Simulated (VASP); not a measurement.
# BN (Pm) in VASP: further runs

Runs on BN. Level: PBE+D3(BJ). Tasks: single point.

Everything below comes from runs of VASP 6.6.1. Logs are shortened: lines on timing, memory, paths and dates and some standing lists are left out, and cuts for length are marked.

## Step 1: The cell of the first run

It takes space group Pm (No. 6, monoclinic). The conventional cell has a = 2.521 Å, b = 6.592 Å, c = 2.521 Å, α = 90.00°, β = 118.85°, γ = 90.00°. Within 1.9 Å of B (site symmetry m) lie 3 N at 1.45 to 1.47 Å. Within 1.9 Å of B (site symmetry m) lie 3 N at 1.45 to 1.47 Å. Within 1.9 Å of N (site symmetry m) lie 3 B at 1.45 to 1.47 Å. N (site symmetry m) has 3 B at 1.45 to 1.47 Å within 1.9 Å.

## Step 2: Single point, PBE+D3(BJ) (atoms displaced along a vibrational mode, the cell strained)

INCAR reads:

```
SYSTEM = BN
PREC = Accurate
ENCUT = 520
EDIFF = 1E-6
ISMEAR = 1
SIGMA = 0.05
LREAL = .False.
LASPH = .True.
NELM = 60
ALGO = Normal
ISIF = 2
LWAVE = .False.
LCHARG = .False.
GGA = PE
IVDW = 12
NBANDS = 16
```

KPOINTS reads:

```
Automatic mesh
0
Gamma
  12 12 4
  0 0 0
```

POSCAR reads:

```
BN
1.0
    2.5645052117      0.0000000000      0.0000000000
   -1.2822526059      2.1703573356      0.0000000000
    0.0000000000      0.0000000000      6.5923998870
B N
2 2
Direct
   -0.0691507274      0.0000000000      0.5000000000
    0.4026039588      0.6666666667      0.0000000000
    0.0689367990      0.0000000000      0.0000000000
    0.5976373354      0.3333333333      0.5000000000
```

Potentials or basis: VASP PAW PBE potentials, release 64 (B, N).

Run with:

```bash
$ cat potpaw_PBE.64/B/POTCAR potpaw_PBE.64/N/POTCAR > POTCAR
$ mpirun -np 1 vasp_std > vasp.out
```

OUTCAR:

```text
SYSTEM = BN
   PREC = Accurate
   ENCUT = 520
   EDIFF = 1E-6
   ISMEAR = 1
   LREAL = .False.
   LASPH = .True.
   NELM = 60
   ISIF = 2
   GGA = PE
   IVDW = 12
 IVDW          = 12

 ion  position               nearest neighbor table
   1  0.931  0.000  0.500-   4 1.45   4 1.47   4 1.47
   2  0.403  0.667  0.000-   3 1.45   3 1.47   3 1.47
   3  0.069  0.000  0.000-   2 1.45   2 1.47   2 1.47
   4  0.598  0.333  0.500-   1 1.45   1 1.47   1 1.47

  Warning from LATTYP: Monoclinic adjustment (A1->A3, A2->A1, A3->A2)!
  LATTYP: Found a base centered orthorhombic cell.
 ALAT       =     2.5645052117
 B/A-ratio  =     1.6926129264
 C/A-ratio  =     2.5706322830

  Lattice vectors:

 A1 = (   1.2822526059,  -2.1703573356,   0.0000000000)
 A2 = (   1.2822526058,   2.1703573356,   0.0000000000)
 A3 = (   0.0000000000,   0.0000000000,   6.5923998870)

Analysis of symmetry for initial positions (statically):
=====================================================================
 Subroutine PRICEL returns:
 Original cell was already a primitive cell.

 Routine SETGRP: Setting up the symmetry group for a
 base centered orthorhombic supercell.

 Subroutine GETGRP returns: Found  2 space group operations
 (whereof  2 operations were pure point group operations)
 out of a pool of  8 trial point group operations.

The static configuration has the point symmetry C_1h.

Analysis of symmetry for dynamics (positions and initial velocities):
=====================================================================
 Subroutine PRICEL returns:
 Original cell was already a primitive cell.

 Routine SETGRP: Setting up the symmetry group for a
 base centered orthorhombic supercell.

 Subroutine GETGRP returns: Found  2 space group operations
 (whereof  2 operations were pure point group operations)
 out of a pool of  8 trial point group operations.

The dynamic configuration has the point symmetry C_1h.

 Subroutine INISYM returns: Found  2 space group operations
 (whereof  2 operations are pure point group operations),
 and found     1 'primitive' translations

----------------------------------------------------------------------------------------

                                     Primitive cell

  volume of cell :      36.6926

  direct lattice vectors                    reciprocal lattice vectors
     2.564505212  0.000000000  0.000000000     0.389938767  0.230376810  0.000000000
    -1.282252606  2.170357336  0.000000000     0.000000000  0.460753620  0.000000000
     0.000000000  0.000000000  6.592399887     0.000000000  0.000000000  0.151689827

  length of vectors
     2.564505212  2.520837700  6.592399887     0.452908066  0.460753620  0.151689827

  position of ions in fractional coordinates (direct lattice)
     0.930849273  0.000000000  0.500000000
     0.402603959  0.666666667  0.000000000
     0.068936799  0.000000000  0.000000000
     0.597637335  0.333333333  0.500000000

  ion indices of the primitive-cell ions
   primitive index   ion index
                 1           1
                 2           2
                 3           3
                 4           4

----------------------------------------------------------------------------------------

 KPOINTS: Automatic mesh

Automatic generation of k-mesh.
 Grid dimensions read from file:
 generate k-points for:   12   12    4

 Generating k-lattice:

  Cartesian coordinates                     Fractional coordinates (reciprocal lattice)
     0.032494897  0.019198068  0.000000000     0.083333333  0.000000000  0.000000000
     0.000000000  0.038396135  0.000000000     0.000000000  0.083333333  0.000000000
     0.000000000  0.000000000  0.037922457     0.000000000  0.000000000  0.250000000

  Length of vectors
     0.037742339  0.038396135  0.037922457

  Shift w.r.t. Gamma in fractional coordinates (k-lattice)
     0.000000000  0.000000000  0.000000000

 Subroutine IBZKPT returns following result:
 ===========================================

 Found    222 irreducible k-points:

 Following reciprocal coordinates:
            Coordinates               Weight
  0.000000  0.000000  0.000000      1.000000
  0.083333  0.000000  0.000000      2.000000
  0.083333 -0.083333  0.000000      2.000000
  0.166667  0.000000  0.000000      2.000000
  0.166667 -0.166667  0.000000      2.000000
  0.250000  0.000000  0.000000      2.000000
[... 16 lines left out ...]
  0.416667  0.083333  0.000000      2.000000
  0.416667  0.500000  0.000000      2.000000
 [... further k-points ...]
   k-points           NKPTS =    222   k-points in BZ     NKDIM =    222   number of bands    NBANDS=     16
   number of dos      NEDOS =    301   number of ions     NIONS =      4
   total plane-waves  NPLWV =  20000
   dimension x,y,z NGX =    20 NGY =   20 NGZ =   50
   dimension x,y,z NGXF=    40 NGYF=   40 NGZF=  100
   ions per type =               2   2
   NGX,Y,Z   is equivalent  to a cutoff of  12.97, 13.19, 12.61 a.u.
   NGXF,Y,Z  is equivalent  to a cutoff of  25.93, 26.38, 25.22 a.u.
 SYSTEM =  BN
   PREC   = accura    normal or accurate (medium, high low for compatibility)
   ISTART =      0    job   : 0-new  1-cont  2-samecut
   ICHARG =      2    charge: 1-file 2-atom 10-const
   ISPIN  =      1    spin polarized calculation?
   LNONCOLLINEAR =      F non collinear calculations
   LSORBIT =      F    spin-orbit coupling
   LASPH  =      T    aspherical Exc in radial PAW
   ENCUT  =  520.0 eV  38.22 Ry    6.18 a.u.   4.77  4.69 12.26*2*pi/ulx,y,z
   NELM   =     60;   NELMIN=  2; NELMDL= -5     # of ELM steps
   EDIFF  = 0.1E-05   stopping-criterion for ELM
   LREAL  =      F    real-space projection
   EDIFFG = 0.1E-04   stopping-criterion for IOM
   NSW    =      0    number of steps for IOM
   IBRION =     -1    ionic relax: 0-MD 1-quasi-New 2-CG
   NFREE  =      0    steps in history (QN), initial steepest desc. (CG)
   ISIF   =      2    stress and relaxation
   ISYM   =      2    0-nonsym 1-usesym 2-fastsym
   POTIM  = 0.5000    time-step for ionic-motion
   TEBEG  =    0.0;   TEEND  =   0.0 temperature during run
   PSTRESS=    0.0 pullay stress
   NELECT =      16.0000    total number of electrons
   NUPDOWN=      -1.0000    fix difference up-down
   EMIN   =  10.00;   EMAX   =-10.00  energy-range for DOS
   EFERMI =   0.00;   METHOD = LEGACY
   ISMEAR =     1;   SIGMA  =   0.05  broadening in eV -4-tet -1-fermi 0-gaus
   EFERMI_NEDOS =   21; number of points for ismear=-14 and -15
   IALGO  =     38    algorithm
   IMIX   =      4    mixing-type and parameters
     AMIX     =   0.40;   BMIX     =  1.00
     AMIX_MAG =   1.60;   BMIX_MAG =  1.00
  volume/ion in A,a.u.               =       9.17        61.90
  Fermi-wavevector in a.u.,A,eV,Ry     =   1.241429  2.345961 20.968578  1.541147
  Thomas-Fermi vector in A             =   2.375828
   LORBIT       =      0    0 simple, 1 ext, 2 COOP (PROOUT), +10 PAW based schemes
   GGA     = PE    functional components
   LHFCALC =     F    Hartree Fock is set to
   AEXX    =    0.0000 exact exchange contribution
   IVDW    =    12    specifies the selected vdW correction
   LEPSILON=     F    determine dielectric tensor
   LRPA    =     F    only Hartree local field effects (RPA)
 non-spin polarized calculation
 Methfessel and Paxton  Order N= 1 SIGMA  =   0.05
  energy-cutoff  :      520.00
  volume of cell :       36.69
 maximum number of plane-waves:      1003
   NGX =  9   NGY =  9   NGZ = 25

 number of electron      15.9999998 magnetization

 Free energy of the ion-electron system (eV)
  ---------------------------------------------------
  ext. energy  EPLUGINS =         0.00000000
  ---------------------------------------------------
  free energy    TOTEN  =       -35.10527727 eV

  energy without entropy =      -35.10533915  energy(sigma->0) =      -35.10529789

 E-fermi :   2.3179     XC(G=0): -10.0504

 val. band max:        2.2892105230   @ k =   0.3333   0.3333   0.0000
 cond. band min:       6.0542133885   @ k =   0.5000   0.5000   0.0000
 fundamental gap:      3.7650028654
 Fermi energy:         2.3179262235

 k-point     1 :       0.0000    0.0000    0.0000
  band No.  band energies     occupation
      1     -15.4248      2.00000
      2     -15.1009      2.00000
      3      -3.8888      2.00000
      4      -1.6798      2.00000
      5       0.7264      2.00000
      6       0.8105      2.00000
[... 8 lines left out ...]
     15      14.2631      0.00000
     16      14.9122      0.00000

 k-point     2 :       0.0833    0.0000    0.0000
  band No.  band energies     occupation
      1     -15.2942      2.00000
      2     -14.9750      2.00000
      3      -3.7087      2.00000
      4      -1.5220      2.00000
      5       0.1784      2.00000
      6       0.2821      2.00000
[... 8 lines left out ...]
     15      14.4184      0.00000
     16      14.6089      0.00000

 k-point     3 :       0.0833   -0.0833    0.0000
  band No.  band energies     occupation
      1     -15.2942      2.00000
      2     -14.9748      2.00000
      3      -3.7092      2.00000
      4      -1.5212      2.00000
      5       0.1878      2.00000
      6       0.2783      2.00000
[... 8 lines left out ...]
     15      14.4777      0.00000
     16      14.6438      0.00000

 k-point     4 :       0.1667    0.0000    0.0000
  band No.  band energies     occupation
      1     -14.9094      2.00000
      2     -14.6047      2.00000
      3      -3.1747      2.00000
      4      -1.2203      2.00000
      5      -1.1167      2.00000
      6      -1.0598      2.00000
[... 8 lines left out ...]
     15      15.6260      0.00000
     16      15.8867      0.00000
[... 324 lines left out ...]
 k-point    22 :       0.3333   -0.4167    0.0000
  band No.  band energies     occupation
      1     -13.0360      2.00000
      2     -12.8152      2.00000
      3      -5.4962      2.00000
      4      -5.2783      2.00000
      5      -1.8949      2.00000
      6      -1.7773      2.00000
[... 8 lines left out ...]
     15      17.2526      0.00000
     16      19.0176      0.00000

 k-point    23 :       0.4167    0.0833    0.0000
  band No.  band energies     occupation
      1     -12.4098      2.00000
      2     -12.2950      2.00000
      3      -6.4120      2.00000
      4      -6.3156      2.00000
      5      -2.1802      2.00000
      6      -2.0651      2.00000
[... 8 lines left out ...]
     15      17.7011      0.00000
     16      18.3359      0.00000

 k-point    24 :       0.4167    0.5000    0.0000
  band No.  band energies     occupation
      1     -12.4363      2.00000
      2     -12.2623      2.00000
      3      -6.4928      2.00000
      4      -6.2424      2.00000
      5      -2.1841      2.00000
      6      -2.0642      2.00000
[... 8 lines left out ...]
     15      16.9428      0.00000
     16      19.5776      0.00000

 [... further k-points ...]

------------------------ aborting loop because EDIFF is reached ----------------------------------------

 Edisp (eV)   -0.55589

 E8    (eV) :    -0.1631

  FORCE on cell =-STRESS in cart. coord.  units (eV):
  Direction    XX          YY          ZZ          XY          YZ          ZX
  --------------------------------------------------------------------------------------
  -------------------------------------------------------------------------------------
  Total      -4.53566    -0.78558     0.05083     0.06784     0.00000     0.00000
  in kB    -198.04921   -34.30221     2.21955     2.96236     0.00000     0.00000
  external pressure =      -76.71 kB  Pullay stress =        0.00 kB

 VOLUME and BASIS-vectors are now :
 -----------------------------------------------------------------------------
  energy-cutoff  :      520.00
  volume of cell :       36.69
      direct lattice vectors                 reciprocal lattice vectors
     2.564505212  0.000000000  0.000000000     0.389938767  0.230376810  0.000000000
    -1.282252606  2.170357336  0.000000000     0.000000000  0.460753620  0.000000000
     0.000000000  0.000000000  6.592399887     0.000000000  0.000000000  0.151689827

 POSITION                                       TOTAL-FORCE (eV/Angst)
 -----------------------------------------------------------------------------------
      2.38717      0.00000      3.29620         0.016334      0.234190      0.000000
      0.17764      1.44690      0.00000        -0.012393      0.241386      0.000000
      0.17679      0.00000      0.00000        -0.021426     -0.252060      0.000000
      1.10523      0.72345      3.29620         0.017485     -0.223515      0.000000
 -----------------------------------------------------------------------------------
    total drift:                               -0.000493     -0.000180     -0.000000

  FREE ENERGIE OF THE ION-ELECTRON SYSTEM (eV)
  ---------------------------------------------------
  free  energy   TOTEN  =       -35.6611711974 eV

  energy  without entropy=      -35.6612330774  energy(sigma->0) =      -35.66119182
```

Wall time 54 s (1 thread of Intel Xeon 6975P-C (Granite Rapids), shared host); peak memory 0.24 GiB.

What came out:

| Quantity | Value |
| --- | --- |
| Free energy | -35.6612 eV |
| Pressure | -7.7 GPa |
| Largest force | 0.253 eV/Å |
| Band gap on the k mesh | 3.77 eV (least direct gap 4.14 eV) |
| Dispersion energy per atom | -0.139 eV |

Forces on the atoms (eV/Å):
```
B    0.016  0.234  0.000
B   -0.012  0.241  0.000
N   -0.021 -0.252  0.000
N    0.017 -0.224  0.000
```

Stress tensor (GPa, compression positive):
```
-19.80   0.30   0.00
  0.30  -3.43   0.00
  0.00   0.00   0.22
```

Caveat: the cell differs from its parent crystal (atoms displaced along a vibrational mode, the cell strained); the cell stands under tension. A k mesh can miss the band edges.

## Step 3: Single point, PBE+D3(BJ) (atoms displaced along a vibrational mode, the cell strained)

INCAR reads:

```
PREC = Accurate
ENCUT = 520
EDIFF = 1E-7
ISMEAR = 1
SIGMA = 0.05
LREAL = F
LASPH = T
NELM = 60
ALGO = Normal
ISIF = 2
LWAVE = F
LCHARG = F
GGA = PE
IVDW = 12
NBANDS = 16
```

KPOINTS reads:

```
regular mesh
0
Gamma
  12 12 4
```

POSCAR reads:

```
BN
1.0
    2.6231482509      0.0000000000      0.0000000000
   -1.3115741254      2.1703573356      0.0000000000
    0.0000000000      0.0000000000      6.5923998870
B N
2 2
Direct
   -0.0345753637      0.0000000000      0.5000000000
    0.3679686461      0.6666666667      0.0000000000
    0.0344683995      0.0000000000      0.0000000000
    0.6321520011      0.3333333333      0.5000000000
```

Potentials or basis: VASP PAW PBE potentials, release 64 (B, N).

Run with:

```bash
$ cat potpaw_PBE.64/B/POTCAR potpaw_PBE.64/N/POTCAR > POTCAR
$ mpirun -np 1 vasp_std > vasp.out
```

Run time: 52 s. Hardware: 1 thread of Intel Xeon 6975P-C (Granite Rapids), shared host; peak memory 0.24 GiB.

Results (log left out):

```
Free energy                : -35.5176 eV
Pressure                   : -14.4 GPa
Largest force              : 0.394 eV/Å
Band gap on the k mesh     : 3.91 eV (least direct gap 4.21 eV)
Dispersion energy per atom : -0.136 eV
```

Forces in eV/Å, atoms in the order of the input:
```
B    0.008  0.388  0.000
B   -0.003  0.393  0.000
N   -0.016 -0.387  0.000
N    0.012 -0.394  0.000
```

Stress tensor (GPa, compression positive):
```
-36.76   0.17   0.00
  0.17  -6.49   0.00
  0.00   0.00   0.07
```

Levels at points of the mesh, in eV from the valence-band top:
```csv
k point,band 4,band 5,band 6,band 7,band 8,band 9,band 10,band 11,band 12,band 13
"(0.00, 0.00, 0.00)",-3.77,-1.61,-1.49,-1.47,-1.35,5.14,9.93,10.29,10.43,10.56
"(0.50, 0.00, 0.00)",-8.65,-3.94,-3.80,-1.35,-0.94,4.41,5.09,9.24,9.40,12.48
"(0.50, 0.50, 0.00)",-8.61,-3.94,-3.80,-1.55,-0.65,3.91,5.54,9.23,9.44,12.21
"(0.00, 0.50, 0.00)",-8.48,-4.56,-4.42,-1.05,-0.42,4.27,5.34,8.07,8.22,12.68
"(0.00, 0.00, 0.50)",-4.96,-1.61,-1.48,-1.47,-1.35,7.37,7.41,10.44,10.54,10.93
"(0.50, 0.00, 0.50)",-8.68,-3.93,-3.81,-1.12,-1.00,4.39,4.48,9.47,9.63,13.14
"(0.50, 0.50, 0.50)",-8.69,-3.93,-3.81,-1.12,-1.01,4.43,4.48,9.51,9.58,13.17
"(0.00, 0.50, 0.50)",-8.53,-4.55,-4.44,-0.74,-0.62,4.50,4.59,8.21,8.34,13.24
```

Caveat: the cell differs from its parent crystal (atoms displaced along a vibrational mode, the cell strained); the cell stands under tension.

## Step 4: Single point, PBE+D3(BJ) (atoms displaced along a vibrational mode, the cell strained)

INCAR reads:

```
PREC = Accurate
ENCUT = 520
EDIFF = 1E-6
ISMEAR = 1
SIGMA = 0.05
LREAL = F
LASPH = T
NELM = 80
ALGO = Normal
ISIF = 2
LWAVE = F
LCHARG = T
GGA = PE
IVDW = 12
LELF = T
LVHAR = T
NBANDS = 16
```

KPOINTS reads:

```
Automatic mesh
0
Gamma
  12 12 4
```

POSCAR reads:

```
BN
1.0
    2.6231482509      0.0000000000      0.0000000000
   -1.3115741254      2.1703573356      0.0000000000
    0.0000000000      0.0000000000      6.5923998870
B N
2 2
Direct
   -0.1037260910      0.0000000000      0.5000000000
    0.4372392715      0.6666666667      0.0000000000
    0.1034051985      0.0000000000      0.0000000000
    0.5631226698      0.3333333333      0.5000000000
```

Run with:

```bash
$ cat potpaw_PBE.64/B/POTCAR potpaw_PBE.64/N/POTCAR > POTCAR
$ mpirun -np 1 vasp_std > vasp.out
```

It took 49 s on 1 thread of Intel Xeon 6975P-C (Granite Rapids), shared host; peak memory 0.24 GiB.

The run converged. Its results:

| Quantity | Value |
| --- | --- |
| Free energy | -35.5049 eV |
| Pressure | -14.3 GPa |
| Largest force | 0.422 eV/Å |
| Band gap on the k mesh | 3.45 eV (least direct gap 3.87 eV) |
| Dispersion energy per atom | -0.136 eV |

Forces in eV/Å, atoms in the order of the input:
```
B    0.024  0.379  0.000
B   -0.016  0.395  0.000
N   -0.030 -0.421  0.000
N    0.022 -0.354  0.000
```

Stress tensor (GPa, compression positive):
```
-36.99   0.39   0.00
  0.39  -6.54   0.00
  0.00   0.00   0.62
```

Levels at points of the mesh, in eV from the valence-band top:
| k point | band 6 | band 7 | band 8 | band 9 | band 10 | band 11 |
| --- | --- | --- | --- | --- | --- | --- |
| (0.00, 0.00, 0.00) | -1.61 | -1.53 | -1.47 | 5.03 | 9.81 | 10.21 |
| (0.50, 0.00, 0.00) | -3.92 | -1.33 | -1.15 | 4.45 | 4.87 | 9.01 |
| (0.50, 0.50, 0.00) | -3.92 | -1.77 | -0.51 | 3.45 | 5.77 | 9.02 |
| (0.00, 0.50, 0.00) | -4.55 | -1.14 | -0.51 | 4.13 | 5.29 | 7.96 |
| (0.00, 0.00, 0.50) | -1.61 | -1.53 | -1.47 | 7.27 | 7.30 | 10.37 |
| (0.50, 0.00, 0.50) | -3.94 | -1.18 | -1.12 | 4.28 | 4.38 | 9.35 |
| (0.50, 0.50, 0.50) | -3.93 | -1.20 | -1.13 | 4.37 | 4.37 | 9.44 |
| (0.00, 0.50, 0.50) | -4.56 | -0.80 | -0.74 | 4.44 | 4.45 | 8.17 |

Caveat: the cell differs from its parent crystal (atoms displaced along a vibrational mode, the cell strained); the cell stands under tension.

(Continued in part 2 of 2.)
